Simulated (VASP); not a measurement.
# Te2Mo (R3m) in VASP: a series of runs

Aim: see how the results for Te2Mo move with the level of theory and the settings. Levels: PBE, r2SCAN. Tasks: single point.

All numbers are computed with VASP 6.6.1; they aren't measurements. Logs are shortened: lines on timing, memory, paths and dates and some standing lists are left out, and cuts for length are marked.

**1. The cell of the first run**

The structure is trigonal, space group R3m (No. 160). The conventional cell has a = 3.547 Å, b = 3.547 Å, c = 21.312 Å, α = 90.00°, β = 90.00°, γ = 120.00°. Mo (site symmetry 3m) has 6 Te at 2.72 Å and 6 Mo at 3.55 Å within 3.6 Å. Within 3.6 Å of Te (site symmetry 3m) lie 3 Mo at 2.72 Å and 7 Te at 3.55 to 3.58 Å. Te (site symmetry 3m) has 3 Mo at 2.72 Å and 7 Te at 3.55 to 3.58 Å within 3.6 Å.

**2. Single point, PBE**

File INCAR:

```
ALGO = Normal
EDIFF = 1E-6
ENCUT = 520
GGA = PE
ISIF = 2
ISMEAR = 0
LASPH = T
LCHARG = F
LREAL = F
LWAVE = F
NBANDS = 20
NELM = 60
PREC = Accurate
SIGMA = 0.01
```

File KPOINTS:

```
k-points
0
Gamma
  8 8 8
```

File POSCAR:

```
Te2Mo
1.0
    1.7734078921      1.0238775239      7.1041366288
   -1.7734078921      1.0238775239      7.1041366288
    0.0000000000     -2.0477550478      7.1041366288
Mo Te
1 2
Direct
   -0.0000368534     -0.0000368534     -0.0000368534
    0.4174226673      0.4174226673      0.4174226673
    0.2492808528      0.2492808528      0.2492808528
```

Potentials or basis: VASP PAW PBE potentials, release 64 (Mo_sv, Te).

On the command line:

```
$ cat potpaw_PBE.64/Mo_sv/POTCAR potpaw_PBE.64/Te/POTCAR > POTCAR
$ mpirun -np 1 vasp_std > vasp.out
```

OUTCAR:

```text
EDIFF = 1E-6
   ENCUT = 520
   GGA = PE
   ISIF = 2
   ISMEAR = 0
   LASPH = T
   LREAL = F
   NELM = 60
   PREC = Accurate

 ion  position               nearest neighbor table
   1  1.000  1.000  1.000-   3 2.72   3 2.72   3 2.72   2 2.72   2 2.72   2 2.72
   2  0.417  0.417  0.417-   1 2.72   1 2.72   1 2.72   3 3.58
   3  0.249  0.249  0.249-   1 2.72   1 2.72   1 2.72   2 3.58

  LATTYP: Found a trigonal (rhomboedric) cell.
 ALAT       =     7.3933793340
 COS(alpha) =     0.8849302178

  Lattice vectors:

 A1 = (   1.7734078921,   1.0238775239,   7.1041366288)
 A2 = (  -1.7734078921,   1.0238775239,   7.1041366288)
 A3 = (   0.0000000000,  -2.0477550478,   7.1041366288)

Analysis of symmetry for initial positions (statically):
=====================================================================
 Subroutine PRICEL returns:
 Original cell was already a primitive cell.

 Routine SETGRP: Setting up the symmetry group for a
 trigonal (rhombohedral) supercell.

 Subroutine GETGRP returns: Found  6 space group operations
 (whereof  6 operations were pure point group operations)
 out of a pool of 12 trial point group operations.

The static configuration has the point symmetry C_3v.

Analysis of symmetry for dynamics (positions and initial velocities):
=====================================================================
 Subroutine PRICEL returns:
 Original cell was already a primitive cell.

 Routine SETGRP: Setting up the symmetry group for a
 trigonal (rhombohedral) supercell.

 Subroutine GETGRP returns: Found  6 space group operations
 (whereof  6 operations were pure point group operations)
 out of a pool of 12 trial point group operations.

The dynamic configuration has the point symmetry C_3v.

 Subroutine INISYM returns: Found  6 space group operations
 (whereof  6 operations are pure point group operations),
 and found     1 'primitive' translations

----------------------------------------------------------------------------------------

                                     Primitive cell

  volume of cell :      77.3961

  direct lattice vectors                    reciprocal lattice vectors
     1.773407892  1.023877524  7.104136629     0.281943033  0.162779886  0.046921020
    -1.773407892  1.023877524  7.104136629    -0.281943033  0.162779886  0.046921020
     0.000000000 -2.047755048  7.104136629     0.000000000 -0.325559772  0.046921020

  length of vectors
     7.393379334  7.393379334  7.393379334     0.328923619  0.328923619  0.328923619

  position of ions in fractional coordinates (direct lattice)
     0.999963147  0.999963147  0.999963147
     0.417422667  0.417422667  0.417422667
     0.249280853  0.249280853  0.249280853

  ion indices of the primitive-cell ions
   primitive index   ion index
                 1           1
                 2           2
                 3           3

----------------------------------------------------------------------------------------

 KPOINTS: k-points

Automatic generation of k-mesh.
 Grid dimensions read from file:
 generate k-points for:    8    8    8

 Generating k-lattice:

  Cartesian coordinates                     Fractional coordinates (reciprocal lattice)
     0.035242879  0.020347486  0.005865127     0.125000000  0.000000000 -0.000000000
    -0.035242879  0.020347486  0.005865127     0.000000000  0.125000000 -0.000000000
     0.000000000 -0.040694972  0.005865127    -0.000000000 -0.000000000  0.125000000

  Length of vectors
     0.041115452  0.041115452  0.041115452

  Shift w.r.t. Gamma in fractional coordinates (k-lattice)
     0.000000000  0.000000000  0.000000000

 Subroutine IBZKPT returns following result:
 ===========================================

 Found     65 irreducible k-points:

 Following reciprocal coordinates:
            Coordinates               Weight
  0.000000  0.000000  0.000000      1.000000
  0.125000  0.000000  0.000000      6.000000
  0.250000  0.000000  0.000000      6.000000
  0.375000  0.000000  0.000000      6.000000
  0.500000  0.000000  0.000000      3.000000
  0.125000  0.125000  0.000000      6.000000
[... 16 lines left out ...]
  0.250000  0.125000  0.125000      6.000000
  0.375000  0.125000  0.125000      6.000000
 [... further k-points ...]
   k-points           NKPTS =     65   k-points in BZ     NKDIM =     65   number of bands    NBANDS=     20
   number of dos      NEDOS =    301   number of ions     NIONS =      3
   total plane-waves  NPLWV = 175616
   dimension x,y,z NGX =    56 NGY =   56 NGZ =   56
   dimension x,y,z NGXF=   112 NGYF=  112 NGZF=  112
   ions per type =               1   2
   NGX,Y,Z   is equivalent  to a cutoff of  12.59, 12.59, 12.59 a.u.
   NGXF,Y,Z  is equivalent  to a cutoff of  25.18, 25.18, 25.18 a.u.
 SYSTEM =  unknown system
   PREC   = accura    normal or accurate (medium, high low for compatibility)
   ISTART =      0    job   : 0-new  1-cont  2-samecut
   ICHARG =      2    charge: 1-file 2-atom 10-const
   ISPIN  =      1    spin polarized calculation?
   LNONCOLLINEAR =      F non collinear calculations
   LSORBIT =      F    spin-orbit coupling
   LASPH  =      T    aspherical Exc in radial PAW
   ENCUT  =  520.0 eV  38.22 Ry    6.18 a.u.  13.75 13.75 13.75*2*pi/ulx,y,z
   NELM   =     60;   NELMIN=  2; NELMDL= -5     # of ELM steps
   EDIFF  = 0.1E-05   stopping-criterion for ELM
   LREAL  =      F    real-space projection
   EDIFFG = 0.1E-04   stopping-criterion for IOM
   NSW    =      0    number of steps for IOM
   IBRION =     -1    ionic relax: 0-MD 1-quasi-New 2-CG
   NFREE  =      0    steps in history (QN), initial steepest desc. (CG)
   ISIF   =      2    stress and relaxation
   ISYM   =      2    0-nonsym 1-usesym 2-fastsym
   POTIM  = 0.5000    time-step for ionic-motion
   TEBEG  =    0.0;   TEEND  =   0.0 temperature during run
   PSTRESS=    0.0 pullay stress
   NELECT =      26.0000    total number of electrons
   NUPDOWN=      -1.0000    fix difference up-down
   EMIN   =  10.00;   EMAX   =-10.00  energy-range for DOS
   EFERMI =   0.00;   METHOD = LEGACY
   ISMEAR =     0;   SIGMA  =   0.01  broadening in eV -4-tet -1-fermi 0-gaus
   EFERMI_NEDOS =   21; number of points for ismear=-14 and -15
   IALGO  =     38    algorithm
   IMIX   =      4    mixing-type and parameters
     AMIX     =   0.40;   BMIX     =  1.00
     AMIX_MAG =   1.60;   BMIX_MAG =  1.00
  volume/ion in A,a.u.               =      25.80       174.10
  Fermi-wavevector in a.u.,A,eV,Ry     =   1.138045  2.150594 17.621546  1.295147
  Thomas-Fermi vector in A             =   2.274750
   LORBIT       =      0    0 simple, 1 ext, 2 COOP (PROOUT), +10 PAW based schemes
   GGA     = PE    functional components
   LHFCALC =     F    Hartree Fock is set to
   AEXX    =    0.0000 exact exchange contribution
   IVDW    =     0    specifies the selected vdW correction
   LEPSILON=     F    determine dielectric tensor
   LRPA    =     F    only Hartree local field effects (RPA)
 non-spin polarized calculation
 Gauss-broadening in eV      SIGMA  =   0.01
  energy-cutoff  :      520.00
  volume of cell :       77.40
 maximum number of plane-waves:      2120
   NGX = 27   NGY = 27   NGZ = 27

 number of electron      26.0000000 magnetization

 Free energy of the ion-electron system (eV)
  ---------------------------------------------------
  ext. energy  EPLUGINS =         0.00000000
  ---------------------------------------------------
  free energy    TOTEN  =       -18.00685627 eV

  energy without entropy =      -18.00685627  energy(sigma->0) =      -18.00685627

 E-fermi :   7.7997     XC(G=0): -10.2446

 val. band max:        7.7338317417   @ k =   0.5000   0.5000   0.5000
 cond. band min:       8.6414421462   @ k =  -0.2500   0.1250   0.0000
 fundamental gap:      0.9076104045
 Fermi energy:         7.7996931077

 k-point     1 :       0.0000    0.0000    0.0000
  band No.  band energies     occupation
      1     -53.0987      2.00000
      2     -27.2531      2.00000
      3     -27.1484      2.00000
      4     -27.1484      2.00000
      5      -5.1769      2.00000
      6      -3.8838      2.00000
[... 12 lines left out ...]
     19      14.6995      0.00000
     20      15.3252      0.00000

 k-point     2 :       0.1250    0.0000    0.0000
  band No.  band energies     occupation
      1     -53.0974      2.00000
      2     -27.2491      2.00000
      3     -27.1661      2.00000
      4     -27.1525      2.00000
      5      -4.9615      2.00000
      6      -3.7524      2.00000
[... 12 lines left out ...]
     19      14.9428      0.00000
     20      15.7486      0.00000

 k-point     3 :       0.2500    0.0000    0.0000
  band No.  band energies     occupation
      1     -53.0943      2.00000
      2     -27.2397      2.00000
      3     -27.2084      2.00000
      4     -27.1624      2.00000
      5      -4.3640      2.00000
      6      -3.3919      2.00000
[... 12 lines left out ...]
     19      14.4274      0.00000
     20      15.0276      0.00000

 k-point     4 :       0.3750    0.0000    0.0000
  band No.  band energies     occupation
      1     -53.0912      2.00000
      2     -27.2505      2.00000
      3     -27.2302      2.00000
      4     -27.1723      2.00000
      5      -3.5826      2.00000
      6      -2.9440      2.00000
[... 12 lines left out ...]
     19      13.5523      0.00000
     20      13.9825      0.00000

 k-point     5 :       0.5000    0.0000    0.0000
  band No.  band energies     occupation
      1     -53.0899      2.00000
      2     -27.2678      2.00000
      3     -27.2263      2.00000
      4     -27.1763      2.00000
      5      -3.1503      2.00000
      6      -2.7231      2.00000
[... 12 lines left out ...]
     19      13.1881      0.00000
     20      13.9163      0.00000
[... 353 lines left out ...]
      6      -2.8431      2.00000
[... 12 lines left out ...]
     19      13.3978      0.00000
     20      14.1762      0.00000

 k-point    22 :       0.1250    0.1250    0.1250
  band No.  band energies     occupation
      1     -53.0987      2.00000
      2     -27.2531      2.00000
      3     -27.1484      2.00000
      4     -27.1484      2.00000
      5      -5.1502      2.00000
      6      -3.9334      2.00000
[... 12 lines left out ...]
     19      14.8239      0.00000
     20      15.3792      0.00000

 k-point    23 :       0.2500    0.1250    0.1250
  band No.  band energies     occupation
      1     -53.0974      2.00000
      2     -27.2491      2.00000
      3     -27.1661      2.00000
      4     -27.1525      2.00000
      5      -4.9187      2.00000
      6      -3.8276      2.00000
[... 12 lines left out ...]
     19      15.0610      0.00000
     20      15.8185      0.00000

 k-point    24 :       0.3750    0.1250    0.1250
  band No.  band energies     occupation
      1     -53.0943      2.00000
      2     -27.2397      2.00000
      3     -27.2084      2.00000
      4     -27.1624      2.00000
      5      -4.3116      2.00000
      6      -3.4734      2.00000
[... 12 lines left out ...]
     19      14.6063      0.00000
     20      14.8364      0.00000

 [... further k-points ...]

------------------------ aborting loop because EDIFF is reached ----------------------------------------

  FORCE on cell =-STRESS in cart. coord.  units (eV):
  Direction    XX          YY          ZZ          XY          YZ          ZX
  --------------------------------------------------------------------------------------
  -------------------------------------------------------------------------------------
  Total        0.7215953      0.7215953      1.3715321      0.0000000      0.0000000      0.0000000
  in kB       14.9377465     14.9377465     28.3920893      0.0000000      0.0000000      0.0000000
  external PRESSURE =      19.4225274 kB  Pullay stress =       0.0000000 kB

 VOLUME and BASIS-vectors are now :
 -----------------------------------------------------------------------------
  energy-cutoff  :      520.00
  volume of cell :       77.40
      direct lattice vectors                 reciprocal lattice vectors
     1.773407892  1.023877524  7.104136629     0.281943033  0.162779886  0.046921020
    -1.773407892  1.023877524  7.104136629    -0.281943033  0.162779886  0.046921020
     0.000000000 -2.047755048  7.104136629     0.000000000 -0.325559772  0.046921020

 POSITION                                       TOTAL-FORCE (eV/Angst)
 -----------------------------------------------------------------------------------
      0.00000      0.00000     21.31162         0.000000     -0.000000      0.002124
      0.00000      0.00000      8.89628         0.000000     -0.000000      0.209646
      0.00000      0.00000      5.31278         0.000000      0.000000     -0.211770
 -----------------------------------------------------------------------------------
    total drift:                               -0.000000      0.000000      0.000261

  FREE ENERGIE OF THE ION-ELECTRON SYSTEM (eV)
  ---------------------------------------------------
  free  energy   TOTEN  =       -18.0068562656 eV

  energy  without entropy=      -18.0068562656  energy(sigma->0) =      -18.00685627
```

Run time: 4.3 min. Hardware: 1 thread of Intel Xeon Platinum 8375C at 2.90GHz (Ice Lake), shared host; peak memory 0.46 GiB.

Results:

```yaml
Free_energy: -18.0069 eV
Pressure: 1.9 GPa
Largest_force: 0.212 eV/Å
Band_gap_on_the_k_mesh: 0.91 eV, indirect (least direct gap 1.28 eV)
```

Forces on the atoms (eV/Å):
```
Mo   0.000  0.000  0.002
Te   0.000  0.000  0.210
Te   0.000  0.000 -0.212
```

Stress tensor (GPa, compression positive):
```
1.49 0.00 0.00
0.00 1.49 0.00
0.00 0.00 2.84
```

Levels at points of the mesh, in eV from the valence-band top:
```tsv
k point	band 9	band 10	band 11	band 12	band 13	band 14	band 15	band 16	band 17	band 18
(0.00, 0.00, 0.00)	-1.87	-1.09	-1.09	-0.96	-0.43	2.82	2.82	3.28	3.28	5.51
(0.50, 0.00, 0.00)	-3.69	-2.53	-1.53	-1.02	-0.42	1.25	1.48	3.11	3.27	4.06
(0.50, 0.50, 0.00)	-3.35	-2.46	-2.10	-0.83	-0.63	1.20	1.63	2.80	3.78	4.38
(0.50, 0.50, 0.50)	-1.88	-1.88	-1.07	-1.07	0.00	2.97	2.97	3.11	3.11	5.99
```

Caveat: spin-orbit coupling is left out, which moves the levels of the heavy elements. A k mesh can miss the band edges.

(Continued in part 2 of 2.)
